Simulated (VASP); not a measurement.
## Tl: single point with PBEsol

Tl:

```xyz
2
Lattice="3.4560 0.0000 0.0000 -1.7280 2.9930 0.0000 0.0000 0.0000 5.5250" Properties=species:S:1:pos:R:3 pbc="T T T"
Tl    1.7280    0.9977    4.1438
Tl    0.0000    1.9953    1.3813
```

- Program: VASP 6.6.1
- Task: single point
- Functional: PBEsol
- Potentials or basis: VASP PAW PBE potentials, release 64 (Tl_d)
- Cutoff: 520 eV
- k mesh: 9 × 9 × 5
- Occupations: gaussian, width 0.02 eV
- Spin: no spin polarisation

| Quantity | Value |
| --- | --- |
| Pressure | 0.2 GPa |
| Band gap on the k mesh | zero (band 13 reaches 8.48 eV, above the bottom of band 14 at 4.80 eV) |

Stress tensor (GPa, compression positive):
```
-0.06  0.00  0.00
 0.00 -0.06  0.00
 0.00  0.00  0.62
```

Levels at points of the mesh, in eV from the Fermi level:
```csv
k point,band 10,band 11,band 12,band 13,band 14,band 15,band 16,band 17
"(0.00, 0.00, 0.00)",-10.99,-10.03,-5.07,-2.83,8.01,8.01,10.10,10.10
```

Wall time 16 s on 1 thread of Intel(R) Xeon(R) Platinum 8488C (Sapphire Rapids) (shared host), peak memory 0.18 GiB.

Caveat: the PAW data sets were made with another functional, which shifts forces and pressure a little; spin-orbit coupling is left out, which moves the levels of the heavy elements.
